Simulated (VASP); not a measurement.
A run of VASP 6.6.1 is set up as follows.

INCAR

```
SYSTEM = Pt
ALGO = Fast ; EDIFF = 1E-6
ENCUT = 520 ; GGA = PE
ISIF = 2 ; ISMEAR = 0
LASPH = .TRUE. ; LCHARG = .TRUE.
LELF = .TRUE. ; LREAL = .FALSE.
LVHAR = .TRUE. ; LWAVE = .FALSE.
NBANDS = 11 ; NELM = 100
PREC = Accurate ; SIGMA = 0.15
```

File KPOINTS:

```
k-points
0
G
  26 26 26
  0 0 0
```

Contents of POSCAR:

```
Pt
1.0
    0.0000000000      1.9850550544      1.9354286780
    1.9850550544      0.0000000000      1.9354286780
    1.9850550544      1.9850550544      0.0000000000
Pt
1
Direct
    0.0000000000      0.0000000000      0.0000000000
```

Potentials or basis: VASP PAW PBE potentials, release 64 (Pt).

The run is started by

```sh
$ cat potpaw_PBE.64/Pt/POTCAR > POTCAR
$ mpirun -np 1 vasp_std > vasp.out
```

What does it give for the pressure?

6.3 GPa.

Estimate the band gap on the k mesh.

zero (band 5 reaches 11.64 eV, above the bottom of band 6 at 9.34 eV).

Stress tensor (GPa, compression positive):
```
5.58 0.00 0.00
0.00 5.58 0.00
0.00 0.00 7.84
```

Caveat: the cell differs from its parent crystal (strain +0.000 along x and y, -0.025 along z); spin-orbit coupling is left out, which moves the levels of the heavy elements.
